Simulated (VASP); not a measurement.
# BN (P6_3mc) in VASP: G0W0 quasiparticle levels with PBE

Aim: the G0W0 quasiparticle levels of BN with PBE.

Program: VASP 6.6.1. These are calculated values, not measurements. Logs are shortened: lines on timing, memory, paths and dates and some standing lists are left out, and cuts for length are marked.

### Step 1. The cell of the first run

The structure is hexagonal, space group P6_3mc (No. 186). Conventional cell: a = 2.544 Å, b = 2.544 Å, c = 4.208 Å, α = 90.00°, β = 90.00°, γ = 120.00°. B (site symmetry 3m) has 4 N at 1.56 to 1.58 Å within 2.1 Å. N (site symmetry 3m) has 4 B at 1.56 to 1.58 Å within 2.1 Å.

### Step 2. G0W0 quasiparticle levels, PBE

POSCAR reads:

```
BN
1.0
    2.5439493114      0.0000000000      0.0000000000
   -1.2719746557      2.2031247296      0.0000000000
    0.0000000000      0.0000000000      4.2078167820
B N
2 2
Direct
    0.6666666667      0.3333333333      0.0002035746
    0.3333333333      0.6666666667      0.5002035746
    0.6666666667      0.3333333333      0.3747964254
    0.3333333333      0.6666666667      0.8747964254
```

INCAR.step1 reads:

```
SYSTEM = BN
  PREC = Accurate
  ENCUT = 500
  EDIFF = 1E-8
  ISMEAR = 0
  SIGMA = 0.01
  LREAL = .False.
  LASPH = .True.
  NELM = 60
  ALGO = Normal
  LWAVE = .True.
  LCHARG = .False.
  GGA = PE
```

INCAR.step2 reads:

```
SYSTEM = BN
  PREC = Accurate
  ENCUT = 500
  EDIFF = 1E-8
  ISMEAR = 0
  SIGMA = 0.01
  LREAL = .False.
  LASPH = .True.
  NELM = 1
  ALGO = Exact
  LWAVE = .True.
  LCHARG = .False.
  GGA = PE
  NBANDS = 46
  LOPTICS = .True.
  ISTART = 1
```

INCAR.step3 reads:

```
SYSTEM = BN
  PREC = Accurate
  ENCUT = 500
  EDIFF = 1E-8
  ISMEAR = 0
  SIGMA = 0.01
  LREAL = .False.
  LASPH = .True.
  ALGO = EVGW0
  LWAVE = .False.
  LCHARG = .False.
  GGA = PE
  NELMGW = 1
  NBANDS = 46
  ENCUTGW = 80.0
  NOMEGA = 48
  PRECFOCK = Fast
  ISTART = 1
  NBANDSGW = 16
```

KPOINTS reads:

```
regular mesh
0
Gamma
  6 6 4
  0 0 0
```

Potentials or basis: VASP PAW PBE potentials, release 64 (B_GW, N_GW).

Launch:

```bash
> cat potpaw_PBE.64/B_GW/POTCAR potpaw_PBE.64/N_GW/POTCAR > POTCAR
> cp INCAR.step1 INCAR
> mpirun -np 1 vasp_std > vasp.out
> cp INCAR.step2 INCAR
> mpirun -np 1 vasp_std > vasp.out
> cp INCAR.step3 INCAR
> mpirun -np 1 vasp_std > vasp.out
```

OUTCAR:

```text
SYSTEM = BN
   PREC = Accurate
   ENCUT = 500
   EDIFF = 1E-8
   ISMEAR = 0
   LREAL = .False.
   LASPH = .True.
   GGA = PE
   NELMGW = 1
   ENCUTGW = 80.0
   PRECFOCK = Fast
   ISTART = 1

 ion  position               nearest neighbor table
   1  0.667  0.333  0.000-   4 1.56   4 1.56   4 1.56   3 1.58
   2  0.333  0.667  0.500-   3 1.56   3 1.56   3 1.56   4 1.58
   3  0.667  0.333  0.375-   2 1.56   2 1.56   2 1.56   1 1.58
   4  0.333  0.667  0.875-   1 1.56   1 1.56   1 1.56   2 1.58

  LATTYP: Found a hexagonal cell.
 ALAT       =     2.5439493114
 C/A-ratio  =     1.6540489872

  Lattice vectors:

 A1 = (   2.5439493114,   0.0000000000,   0.0000000000)
 A2 = (  -1.2719746557,   2.2031247296,   0.0000000000)
 A3 = (   0.0000000000,   0.0000000000,   4.2078167820)

Analysis of symmetry for initial positions (statically):
=====================================================================
 Subroutine PRICEL returns:
 Original cell was already a primitive cell.

 Routine SETGRP: Setting up the symmetry group for a
 hexagonal supercell.

 Subroutine GETGRP returns: Found 12 space group operations
 (whereof  6 operations were pure point group operations)
 out of a pool of 24 trial point group operations.

The static configuration has the point symmetry C_3v.
 The point group associated with its full space group is C_6v.

Analysis of symmetry for dynamics (positions and initial velocities):
=====================================================================
 Subroutine PRICEL returns:
 Original cell was already a primitive cell.

 Routine SETGRP: Setting up the symmetry group for a
 hexagonal supercell.

 Subroutine GETGRP returns: Found 12 space group operations
 (whereof  6 operations were pure point group operations)
 out of a pool of 24 trial point group operations.

The dynamic configuration has the point symmetry C_3v.
 The point group associated with its full space group is C_6v.

 Subroutine INISYM returns: Found 12 space group operations
 (whereof  6 operations are pure point group operations),
 and found     1 'primitive' translations

----------------------------------------------------------------------------------------

                                     Primitive cell

  volume of cell :      23.5833

  direct lattice vectors                    reciprocal lattice vectors
     2.543949311  0.000000000  0.000000000     0.393089593  0.226950382  0.000000000
    -1.271974656  2.203124730  0.000000000     0.000000000  0.453900765  0.000000000
     0.000000000  0.000000000  4.207816782     0.000000000  0.000000000  0.237652933

  length of vectors
     2.543949311  2.543949311  4.207816782     0.453900765  0.453900765  0.237652933

  position of ions in fractional coordinates (direct lattice)
     0.666666667  0.333333333  0.000203575
     0.333333333  0.666666667  0.500203575
     0.666666667  0.333333333  0.374796425
     0.333333333  0.666666667  0.874796425

  ion indices of the primitive-cell ions
   primitive index   ion index
                 1           1
                 2           2
                 3           3
                 4           4

----------------------------------------------------------------------------------------

 KPOINTS: regular mesh

Automatic generation of k-mesh.
 Grid dimensions read from file:
 generate k-points for:    6    6    4

 Generating k-lattice:

  Cartesian coordinates                     Fractional coordinates (reciprocal lattice)
     0.065514932  0.037825064  0.000000000     0.166666667  0.000000000  0.000000000
     0.000000000  0.075650127  0.000000000     0.000000000  0.166666667  0.000000000
     0.000000000  0.000000000  0.059413233     0.000000000  0.000000000  0.250000000

  Length of vectors
     0.075650127  0.075650127  0.059413233

  Shift w.r.t. Gamma in fractional coordinates (k-lattice)
     0.000000000  0.000000000  0.000000000

 Subroutine IBZKPT returns following result:
 ===========================================

 Found     21 irreducible k-points:

 Following reciprocal coordinates:
            Coordinates               Weight
  0.000000  0.000000  0.000000      1.000000
  0.166667  0.000000  0.000000      6.000000
  0.333333  0.000000  0.000000      6.000000
  0.500000  0.000000  0.000000      3.000000
  0.166667  0.166667  0.000000      6.000000
  0.333333  0.166667  0.000000     12.000000
[... 13 lines left out ...]
  0.333333  0.166667  0.500000     12.000000
  0.333333  0.333333  0.500000      2.000000
   k-points           NKPTS =     21   k-points in BZ     NKDIM =    144   number of bands    NBANDS=     46
   number of dos      NEDOS =    301   number of ions     NIONS =      4
   total plane-waves  NPLWV =  12800
   dimension x,y,z NGX =    20 NGY =   20 NGZ =   32
   dimension x,y,z NGXF=    40 NGYF=   40 NGZF=   64
   ions per type =               2   2
   NGX,Y,Z   is equivalent  to a cutoff of  13.07, 13.07, 12.64 a.u.
   NGXF,Y,Z  is equivalent  to a cutoff of  26.14, 26.14, 25.29 a.u.
 SYSTEM =  BN
   PREC   = accura    normal or accurate (medium, high low for compatibility)
   ISTART =      1    job   : 0-new  1-cont  2-samecut
   ICHARG =      0    charge: 1-file 2-atom 10-const
   ISPIN  =      1    spin polarized calculation?
   LNONCOLLINEAR =      F non collinear calculations
   LSORBIT =      F    spin-orbit coupling
   LASPH  =      T    aspherical Exc in radial PAW
   ENCUT  =  500.0 eV  36.75 Ry    6.06 a.u.   4.64  4.64  7.67*2*pi/ulx,y,z
   NELM   =     60;   NELMIN=  2; NELMDL=  0     # of ELM steps
   EDIFF  = 0.1E-07   stopping-criterion for ELM
   LREAL  =      F    real-space projection
   EDIFFG = 0.1E-06   stopping-criterion for IOM
   NSW    =      0    number of steps for IOM
   IBRION =     -1    ionic relax: 0-MD 1-quasi-New 2-CG
   NFREE  =      0    steps in history (QN), initial steepest desc. (CG)
   ISIF   =      0    stress and relaxation
   ISYM   =      3    0-nonsym 1-usesym 2-fastsym
   POTIM  = 0.5000    time-step for ionic-motion
   TEBEG  =    0.0;   TEEND  =   0.0 temperature during run
   PSTRESS=    0.0 pullay stress
   NELECT =      16.0000    total number of electrons
   NUPDOWN=      -1.0000    fix difference up-down
   EMIN   =  10.00;   EMAX   =-10.00  energy-range for DOS
   EFERMI =   0.00;   METHOD = LEGACY
   ISMEAR =     0;   SIGMA  =   0.01  broadening in eV -4-tet -1-fermi 0-gaus
   EFERMI_NEDOS =   21; number of points for ismear=-14 and -15
   IALGO  =     38    algorithm
   IMIX   =      4    mixing-type and parameters
     AMIX     =   0.40;   BMIX     =  1.00
     AMIX_MAG =   1.60;   BMIX_MAG =  1.00
  volume/ion in A,a.u.               =       5.90        39.79
  Fermi-wavevector in a.u.,A,eV,Ry     =   1.438512  2.718393 28.154749  2.069316
  Thomas-Fermi vector in A             =   2.557470
   LORBIT       =      0    0 simple, 1 ext, 2 COOP (PROOUT), +10 PAW based schemes
   GGA     = PE    functional components
   LHFCALC =     T    Hartree Fock is set to
   PRECFOCK=fast      Normal, Fast or Accurate (Low or Medium for compatibility)
   ENCUT4O =  -1.0   cutoff for four orbital integrals eV
   NKREDX  =     1    reduce k-point grid by
   NKREDY  =     1    reduce k-point grid by
   NKREDZ  =     1    reduce k-point grid by
   AEXX    =    1.0000 exact exchange contribution
   HFSCREEN=    0.0000 screening length (either q_TF or 0.3 A-1)
   HFSCREENC=   0.0000 screening length for correlation (either q_TF or 0.3 A-1)
   ENCUTFOCK=  -1.0 apply spherical cutoff to Coloumb kernel
   IVDW    =     0    specifies the selected vdW correction
   LEPSILON=     F    determine dielectric tensor
   LRPA    =     F    only Hartree local field effects (RPA)
   LRPAFORCE           =     F    calculate RPA forces
   ENCUTGW             =  80.0    cutoff for response function in eV
   ENCUTGWSOFT         =  64.0    soft cutoff for Coulomb kernel in GW response function in eV
   ENCUTLF             =  -1.0    cutoff for local field effects
   NELMGW              =     1    number of iterations in solving QP/BSE equation
   NELMHF              =     1    number of iterations in the inner HF iteration
   NKREDLFX            =     1    NKREDLFY  =   1   NKREDLFZ  =   1
 non-spin polarized calculation
 Gauss-broadening in eV      SIGMA  =   0.01
  energy-cutoff  :      500.00
  volume of cell :       23.58
 maximum number of plane-waves:       609
 NGX is ok and might be reduce to    20
  NGX = 12; NGY = 12; NGZ = 20
   NGX =  9   NGY =  9   NGZ = 15
 maximum number of plane-waves:        44
 NGX is ok and might be reduce to    10

 QP shifts <psi_nk| G(iteration)W_0 |psi_nk>: iteration 1
 for sc-GW calculations column KS-energies equals QP-energies in previous step
 and V_xc(KS)=  KS-energies - (<T + V_ion + V_H > + <T+V_H+V_ion>^1  + <V_x>^1)

 k-point   1 :       0.0000    0.0000    0.0000
  band No.  KS-energies  QP-energies   sigma(KS)   V_xc(KS)     V^pw_x(r,r')   Z            occupation Imag(sigma)

      1     -12.7893     -14.4802     -17.6731     -15.5003     -26.5187       0.7782       2.0000       1.4771
      2      -8.6263      -9.9380     -18.5671     -16.8460     -26.7663       0.7621       2.0000       0.9135
      3      -3.3002      -4.5775     -16.1349     -14.4702     -21.6944       0.7673       2.0000       0.3038
      4       5.5106       5.0496     -17.9643     -17.4026     -21.6437       0.8208       2.0000       0.1011
      5       5.5106       5.0496     -17.9643     -17.4026     -21.6437       0.8208       2.0000       0.1011
      6       7.3721       7.1712     -18.4400     -18.1977     -21.7358       0.8293       2.0000       0.0866
[... 8 lines left out ...]
     15      19.5634      21.6265     -12.1713     -14.6805      -6.9880       0.8222       0.0000      -0.1356
     16      23.8962      26.1368     -13.6194     -16.4712      -7.3973       0.7857       0.0000      -0.2468

 k-point   2 :       0.1667    0.0000    0.0000
  band No.  KS-energies  QP-energies   sigma(KS)   V_xc(KS)     V^pw_x(r,r')   Z            occupation Imag(sigma)

      1     -12.1887     -13.8154     -17.7000     -15.6038     -26.4435       0.7760       2.0000       1.3951
      2      -8.1779      -9.4631     -18.6749     -16.9820     -26.7705       0.7592       2.0000       0.8441
      3      -2.7059      -3.9514     -16.1990     -14.5811     -21.5813       0.7698       2.0000       0.2734
      4       3.1496       2.3752     -17.4233     -16.4674     -21.5016       0.8101       2.0000       0.1274
      5       4.5618       3.9847     -17.6648     -16.9591     -21.4762       0.8178       2.0000       0.1097
      6       5.6479       5.1685     -18.2308     -17.6474     -21.9348       0.8217       2.0000       0.1022
[... 8 lines left out ...]
     15      21.1577      23.3648     -12.5088     -15.2300      -6.9861       0.8111       0.0000      -0.1626
     16      22.9971      24.9010     -12.5933     -14.9623      -6.8766       0.8037       0.0000      -0.2002

 k-point   3 :       0.3333    0.0000    0.0000
  band No.  KS-energies  QP-energies   sigma(KS)   V_xc(KS)     V^pw_x(r,r')   Z            occupation Imag(sigma)

      1     -10.4895     -11.9604     -17.8899     -15.9805     -26.3264       0.7704       2.0000       1.1479
      2      -7.2202      -8.4475     -18.9833     -17.3601     -26.8719       0.7560       2.0000       0.7176
      3      -1.0625      -2.1964     -16.3564     -14.9122     -21.2409       0.7851       2.0000       0.2095
      4      -0.5790      -1.7345     -16.8741     -15.4025     -21.8809       0.7852       2.0000       0.2039
      5       2.1050       1.1982     -17.7602     -16.6314     -22.2653       0.8033       2.0000       0.1488
      6       3.1898       2.4604     -17.4092     -16.5095     -21.4932       0.8107       2.0000       0.1255
[... 334 lines left out ...]
      1      -8.0637      -9.3443     -18.5594     -16.8703     -26.5619       0.7581       2.0000       0.8166
      2      -8.0637      -9.3443     -18.5594     -16.8703     -26.5619       0.7581       2.0000       0.8166
      3      -1.4544      -2.6524     -16.8207     -15.2808     -22.0567       0.7780       2.0000       0.2313
      4      -1.4544      -2.6524     -16.8207     -15.2808     -22.0567       0.7780       2.0000       0.2313
      5       2.0657       1.1913     -16.9890     -15.9046     -21.1949       0.8062       2.0000       0.1410
      6       2.0657       1.1913     -16.9890     -15.9046     -21.1949       0.8062       2.0000       0.1410
[... 8 lines left out ...]
     15      23.8992      26.2282     -13.3643     -16.3166      -7.1736       0.7889       0.0000      -0.2366
     16      23.8992      26.2282     -13.3643     -16.3166      -7.1736       0.7889       0.0000      -0.2366

 k-point  21 :       0.3333    0.3333    0.5000
  band No.  KS-energies  QP-energies   sigma(KS)   V_xc(KS)     V^pw_x(r,r')   Z            occupation Imag(sigma)

      1      -7.3254      -8.5514     -18.9582     -17.3351     -26.8692       0.7554       2.0000       0.7327
      2      -7.3254      -8.5514     -18.9582     -17.3351     -26.8692       0.7554       2.0000       0.7327
      3      -1.2109      -2.4219     -16.8999     -15.3459     -22.1356       0.7793       2.0000       0.2249
      4      -1.2109      -2.4219     -16.8999     -15.3459     -22.1356       0.7793       2.0000       0.2249
      5      -0.1118      -1.1762     -16.2598     -14.9199     -20.7948       0.7944       2.0000       0.1809
      6      -0.1118      -1.1762     -16.2598     -14.9199     -20.7948       0.7944       2.0000       0.1809
[... 8 lines left out ...]
     15      24.3506      26.7293     -13.4402     -16.4811      -7.0311       0.7823       0.0000      -0.2585
     16      24.3506      26.7293     -13.4402     -16.4811      -7.0311       0.7823       0.0000      -0.2585
```

Run time: 1.9 min. Hardware: 1 thread of Intel Xeon Platinum 8559C (Emerald Rapids), shared host; peak memory 0.33 GiB.

What came out:

- Quasiparticle gap: 6.37 eV
- Least direct quasiparticle gap: 10.05 eV
- Band gap of the starting levels on the mesh: 5.19 eV
- Least direct gap of the starting levels on the mesh: 8.32 eV

Caveat: the k points lie up to 0.48 Å⁻¹ apart; bands, screening cutoff and mesh are small and nothing is extrapolated, so the quasiparticle values aren't converged.
